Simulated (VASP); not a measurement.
# SnTe (Pm-3m) in VASP: a series of runs

SnTe is run at these levels: RPBE+D4, revPBE+D3(BJ), revPBE+D4, PBE; tasks: single point.

Program: VASP 6.6.1. These are calculated values, not measurements. Logs are shortened: lines on timing, memory, paths and dates and some standing lists are left out, and cuts for length are marked.

**1. The cell of the first run**

Symmetry: Pm-3m, No. 221, cubic system. The conventional cell has a = 3.778 Å, b = 3.778 Å, c = 3.778 Å, α = 90.00°, β = 90.00°, γ = 90.00°. Te (site symmetry m-3m) has 8 Sn at 3.27 Å and 6 Te at 3.78 Å within 4.3 Å. Within 4.3 Å of Sn (site symmetry m-3m) lie 8 Te at 3.27 Å and 6 Sn at 3.78 Å.

**2. Single point, RPBE+D4**

Contents of INCAR:

```
PREC = Accurate ; ENCUT = 520
EDIFF = 1E-7 ; ISMEAR = -1
SIGMA = 0.05 ; LREAL = False
LASPH = True ; NELM = 60
ALGO = Normal ; ISIF = 2
LWAVE = False ; LCHARG = False
GGA = RP ; IVDW = 13
NBANDS = 17
```

Contents of KPOINTS:

```
regular mesh
0
Gamma
  7 7 7
```

Contents of POSCAR:

```
SnTe
1.0
    3.7779871378      0.0000000000      0.0000000000
    0.0000000000      3.7779871378      0.0000000000
    0.0000000000      0.0000000000      3.7779871378
Te Sn
1 1
Direct
    0.5000000000      0.5000000000      0.5000000000
    0.0000000000      0.0000000000      0.0000000000
```

Potentials or basis: VASP PAW PBE potentials, release 64 (Te, Sn_d).

Started as:

```sh
$ cat potpaw_PBE.64/Te/POTCAR potpaw_PBE.64/Sn_d/POTCAR > POTCAR
$ mpirun -np 1 vasp_std > vasp.out
```

OUTCAR:

```text
PREC = Accurate
   ENCUT = 520
   EDIFF = 1E-7
   ISMEAR = -1
   LREAL = False
   LASPH = True
   NELM = 60
   ISIF = 2
   GGA = RP
   IVDW = 13

 ion  position               nearest neighbor table
   1  0.500  0.500  0.500-   2 3.27   2 3.27   2 3.27   2 3.27   2 3.27   2 3.27   2 3.27   2 3.27

   2  0.000  0.000  0.000-   1 3.27   1 3.27   1 3.27   1 3.27   1 3.27   1 3.27   1 3.27   1 3.27

  LATTYP: Found a simple cubic cell.
 ALAT       =     3.7779871378

  Lattice vectors:

 A1 = (   3.7779871378,   0.0000000000,   0.0000000000)
 A2 = (   0.0000000000,   3.7779871378,   0.0000000000)
 A3 = (   0.0000000000,   0.0000000000,   3.7779871378)

Analysis of symmetry for initial positions (statically):
=====================================================================
 Subroutine PRICEL returns:
 Original cell was already a primitive cell.

 Routine SETGRP: Setting up the symmetry group for a
 simple cubic supercell.

 Subroutine GETGRP returns: Found 48 space group operations
 (whereof 48 operations were pure point group operations)
 out of a pool of 48 trial point group operations.

The static configuration has the point symmetry O_h .

Analysis of symmetry for dynamics (positions and initial velocities):
=====================================================================
 Subroutine PRICEL returns:
 Original cell was already a primitive cell.

 Routine SETGRP: Setting up the symmetry group for a
 simple cubic supercell.

 Subroutine GETGRP returns: Found 48 space group operations
 (whereof 48 operations were pure point group operations)
 out of a pool of 48 trial point group operations.

The dynamic configuration has the point symmetry O_h .

 Subroutine INISYM returns: Found 48 space group operations
 (whereof 48 operations are pure point group operations),
 and found     1 'primitive' translations

----------------------------------------------------------------------------------------

                                     Primitive cell

  volume of cell :      53.9239

  direct lattice vectors                    reciprocal lattice vectors
     3.777987138  0.000000000  0.000000000     0.264691213  0.000000000  0.000000000
     0.000000000  3.777987138  0.000000000     0.000000000  0.264691213  0.000000000
     0.000000000  0.000000000  3.777987138     0.000000000  0.000000000  0.264691213

  length of vectors
     3.777987138  3.777987138  3.777987138     0.264691213  0.264691213  0.264691213

  position of ions in fractional coordinates (direct lattice)
[... 73 lines left out ...]
   NELM   =     60;   NELMIN=  2; NELMDL= -5     # of ELM steps
   EDIFF  = 0.1E-06   stopping-criterion for ELM
   LREAL  =      F    real-space projection
   EDIFFG = 0.1E-05   stopping-criterion for IOM
   NSW    =      0    number of steps for IOM
   IBRION =     -1    ionic relax: 0-MD 1-quasi-New 2-CG
   NFREE  =      0    steps in history (QN), initial steepest desc. (CG)
   ISIF   =      2    stress and relaxation
   ISYM   =      2    0-nonsym 1-usesym 2-fastsym
   POTIM  = 0.5000    time-step for ionic-motion
   TEBEG  =    0.0;   TEEND  =   0.0 temperature during run
   PSTRESS=    0.0 pullay stress
   NELECT =      20.0000    total number of electrons
   NUPDOWN=      -1.0000    fix difference up-down
   EMIN   =  10.00;   EMAX   =-10.00  energy-range for DOS
   EFERMI =   0.00;   METHOD = LEGACY
   ISMEAR =    -1;   SIGMA  =   0.05  broadening in eV -4-tet -1-fermi 0-gaus
   EFERMI_NEDOS =   21; number of points for ismear=-14 and -15
   IALGO  =     38    algorithm
   IMIX   =      4    mixing-type and parameters
     AMIX     =   0.40;   BMIX     =  1.00
     AMIX_MAG =   1.60;   BMIX_MAG =  1.00
  volume/ion in A,a.u.               =      26.96       181.95
  Fermi-wavevector in a.u.,A,eV,Ry     =   1.176227  2.222746 18.823785  1.383509
  Thomas-Fermi vector in A             =   2.312594
   LORBIT       =      0    0 simple, 1 ext, 2 COOP (PROOUT), +10 PAW based schemes
   GGA     = RP    functional components
   LHFCALC =     F    Hartree Fock is set to
   AEXX    =    0.0000 exact exchange contribution
   IVDW    =    13    specifies the selected vdW correction
   LEPSILON=     F    determine dielectric tensor
   LRPA    =     F    only Hartree local field effects (RPA)
 non-spin polarized calculation
  energy-cutoff  :      520.00
  volume of cell :       53.92
 maximum number of plane-waves:      1461
   NGX = 15   NGY = 15   NGZ = 15

 number of electron      20.0000011 magnetization

 Free energy of the ion-electron system (eV)
  ---------------------------------------------------
  ext. energy  EPLUGINS =         0.00000000
  ---------------------------------------------------
  free energy    TOTEN  =        -6.26727082 eV

  energy without entropy =       -6.25830512  energy(sigma->0) =       -6.26278797

 E-fermi :   8.3722     XC(G=0): -10.2726

 val. band max:        8.3348445473   @ k =   0.4286   0.2857   0.0000
 cond. band min:       8.4486262767   @ k =   0.2857   0.1429   0.0000
 fundamental gap:      0.1137817294
 Fermi energy:         8.3722385796

 k-point     1 :       0.0000    0.0000    0.0000
  band No.  band energies     occupation
      1     -13.2344      2.00000
      2     -13.2344      2.00000
      3     -13.1832      2.00000
      4     -13.1832      2.00000
      5     -13.1832      2.00000
      6      -4.6418      2.00000
[... 377 lines left out ...]
      4     -13.1642      2.00000
      5     -13.1642      2.00000
      6      -1.6954      2.00000
[... 9 lines left out ...]
     16      22.0059      0.00000
     17      23.8887      0.00000

------------------------ aborting loop because EDIFF is reached ----------------------------------------

  DFT-D4 for vdW energy calculation

  Edisp (eV):   -1.88220

  FORCE on cell =-STRESS in cart. coord.  units (eV):
  Direction    XX          YY          ZZ          XY          YZ          ZX
  --------------------------------------------------------------------------------------
  -------------------------------------------------------------------------------------
  Total      -0.02004    -0.02004    -0.02004     0.00000     0.00000    -0.00000
  in kB      -0.59532    -0.59532    -0.59532     0.00000     0.00000    -0.00000
  external pressure =       -0.60 kB  Pullay stress =        0.00 kB

 VOLUME and BASIS-vectors are now :
 -----------------------------------------------------------------------------
  energy-cutoff  :      520.00
  volume of cell :       53.92
      direct lattice vectors                 reciprocal lattice vectors
     3.777987138  0.000000000  0.000000000     0.264691213  0.000000000  0.000000000
     0.000000000  3.777987138  0.000000000     0.000000000  0.264691213  0.000000000
     0.000000000  0.000000000  3.777987138     0.000000000  0.000000000  0.264691213

 POSITION                                       TOTAL-FORCE (eV/Angst)
 -----------------------------------------------------------------------------------
      1.88899      1.88899      1.88899         0.000000      0.000000      0.000000
      0.00000      0.00000      0.00000         0.000000      0.000000      0.000000
 -----------------------------------------------------------------------------------
    total drift:                               -0.000000      0.000000     -0.000000

  FREE ENERGIE OF THE ION-ELECTRON SYSTEM (eV)
  ---------------------------------------------------
  free  energy   TOTEN  =        -8.1494733005 eV

  energy  without entropy=       -8.1405075966  energy(sigma->0) =       -8.14499045
```

OSZICAR:

```text
N       E                     dE             d eps       ncg     rms          rms(c)
DAV:   1     0.126132395227E+03    0.12613E+03   -0.96089E+03   714   0.141E+03
DAV:   2     0.426884024884E+01   -0.12186E+03   -0.11860E+03   712   0.344E+02
DAV:   3    -0.601603026524E+01   -0.10285E+02   -0.10196E+02   877   0.856E+01
DAV:   4    -0.629158922143E+01   -0.27556E+00   -0.27529E+00   812   0.143E+01
DAV:   5    -0.630205360420E+01   -0.10464E-01   -0.10464E-01   995   0.272E+00    0.549E+00
DAV:   6    -0.626796890254E+01    0.34085E-01   -0.73790E-02   941   0.228E+00    0.347E+00
DAV:   7    -0.626738402254E+01    0.58488E-03   -0.21555E-02   920   0.994E-01    0.680E-01
DAV:   8    -0.626721333799E+01    0.17068E-03   -0.20902E-03   861   0.404E-01    0.979E-02
DAV:   9    -0.626727342490E+01   -0.60087E-04   -0.23534E-04   828   0.967E-02    0.402E-02
DAV:  10    -0.626727580647E+01   -0.23816E-05   -0.87056E-06   924   0.219E-02    0.359E-02
DAV:  11    -0.626727143649E+01    0.43700E-05   -0.34585E-06   820   0.131E-02    0.997E-03
DAV:  12    -0.626727100895E+01    0.42754E-06   -0.24218E-07   813   0.258E-03    0.103E-03
DAV:  13    -0.626727089605E+01    0.11290E-06   -0.90071E-09   407   0.581E-04    0.962E-04
DAV:  14    -0.626727082411E+01    0.71945E-07   -0.43080E-09   362   0.575E-04
   1 F= -.81494733E+01 E0= -.81449904E+01  d E =-.896570E-02
```

Wall time 30 s (1 thread of AMD EPYC 7R43 (Zen 3), shared host); peak memory 0.13 GiB.

Results:

| Property | Result |
| --- | --- |
| Free energy | -8.1495 eV |
| Pressure | -0.1 GPa |
| Band gap on the k mesh | zero (band 10 reaches 8.77 eV, above the bottom of band 11 at 7.26 eV) |
| Dispersion energy per atom | -0.941 eV |

Caveat: the PAW data sets were made with another functional, which shifts forces and pressure a little; spin-orbit coupling is left out, which moves the levels of the heavy elements; pairwise dispersion overbinds metals, which lowers pressure and volume.

[end of part 1 of 2]
